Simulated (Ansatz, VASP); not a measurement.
# AlAs2: VASP beside Ansatz

```
Al As
1.0
    -1.72569    1.72569    5.34403
     1.72569   -1.72569    5.34403
     1.72569    1.72569   -5.34403
Al As
1 2
Direct
  0.00000 0.00000 0.00000
  0.38357 0.38357 0.00000
  0.61643 0.61643 0.00000
```

Alike in both runs: functional PBE; k mesh 8 × 8 × 8; occupations gaussian, width 0.1 eV; no spin polarisation.

Ansatz relaxed the structure, and its values are those at the end. VASP's run is a single point on that final structure, the one shown.

```csv
,VASP,Ansatz
version,VASP 6.6.1,Ansatz 0.2.0
potentials or method,"VASP PAW PBE potentials, release 64 (Al, As), cutoff 520 eV","scalar-relativistic, plane waves, PAW"
valence electrons in the cell,13,33
```

```tsv
	VASP	Ansatz	Ansatz less VASP
gap on the k mesh at the Fermi level (eV)	none	none	-
pressure (GPa)	0.2	0.0	-0.20
rms of the force components (eV/Å)	0.010	0.017	+0.0064
```

A gap of «none» marks a metal or a gap that the smearing closes. VASP's potentials hold 13 valence electrons a cell and Ansatz's 33, so a difference there can come from the potentials and not from the codes.
